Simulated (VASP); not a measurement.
# MoS2: single point with RPBE+D3(BJ)

MoS2:

```
Mo S
1.0
     3.18384    0.00000    0.00000
    -1.59192    2.75729    0.00000
     0.00000    0.00000    6.22716
Mo S
1 2
Cartesian
  0.0000 0.0000 3.1136
  1.5919 0.9191 4.6372
  0.0000 1.8382 1.5899
```

```json
{
  "Program": "VASP 6.6.1",
  "Task": "single point",
  "Functional": "RPBE",
  "Dispersion": "D3(BJ)",
  "Potentials or basis": "VASP PAW PBE potentials, release 64 (Mo_sv, S)",
  "Cutoff": "520 eV",
  "k mesh": "9 × 9 × 4",
  "Occupations": "fermi-dirac, width 0.05 eV",
  "Spin": "no spin polarisation",
  "Dipole correction": "no",
  "Further INCAR settings": "ALGO = Normal; EDIFF = 1e-06; NBANDS = 20"
}
```

```json
{"Pressure": "-9.1 GPa", "Largest force": "0.453 eV/Å", "Band gap on the k mesh": "zero (band 13 reaches 8.20 eV, above the bottom of band 14 at 7.15 eV)", "Dispersion energy per atom": "-1.915 eV"}
```

Forces on the atoms (eV/Å):
```
Mo   0.000  0.000  0.000
S    0.000  0.000  0.453
S    0.000  0.000 -0.453
```

Stress tensor (GPa, compression positive):
```
-13.07   0.00   0.00
  0.00 -13.07   0.00
  0.00   0.00  -1.06
```

Levels at points of the mesh, in eV from the Fermi level:
| k point | band 10 | band 11 | band 12 | band 13 | band 14 | band 15 | band 16 | band 17 |
| --- | --- | --- | --- | --- | --- | --- | --- | --- |
| (0.00, 0.00, 0.00) | -1.92 | -1.13 | -1.02 | -1.02 | -0.31 | -0.31 | 3.34 | 3.34 |
| (0.00, 0.00, 0.50) | -3.69 | -1.02 | -1.02 | -0.39 | -0.39 | -0.07 | 3.52 | 3.52 |

Run time: 74 s on 1 thread of AMD EPYC 7571, on a shared host, peak memory 0.17 GiB.

Caveat: the PAW data sets were made with another functional, which shifts forces and pressure a little.
